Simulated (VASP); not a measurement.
Runs of VASP 6.6.1 on Se. The structure is that of space group R-3 (No. 148), or close to it. The cells are those of the table. 

```csv
task,cell,gap on the mesh (eV),pressure (GPa),largest force (eV/Å)
single point,"a = 6.771, b = 6.691, c = 6.710 Å, angles 115.2, 115.7, 115.1°, 6 atoms",(a),(b),0.47
single point,"a = 6.701 Å, angles 115.3°, 6 atoms",1.14,0.9,0.51
electric field gradients,"a = 6.714 Å, angles 115.6°, 6 atoms",0.99,1.4,0.61
single point,"a = 6.714 Å, angles 115.6°, 6 atoms",0.99,1.4,0.61
electric field gradients,"a = 6.633 Å, angles 115.3°, 6 atoms",1.20,2.8,0.89
```

Alike in all rows: level PBEsol; potentials or basis VASP PAW PBE potentials, release 64 (Se); no spin polarisation; k mesh 6 × 6 × 6; cutoff (eV) 520; smearing fermi-dirac 0.01 eV.

Problem. Fill in the values left out.

Solution. (a) 1.09; (b) 0.3.

Caveats: this functional lacks dispersion, which holds the molecules together, so the pressure and a relaxed volume are unreliable; the PAW data sets were made with another functional, which shifts forces and pressure a little.

A k mesh can miss the band edges, and the runs leave out spin-orbit coupling on Se.
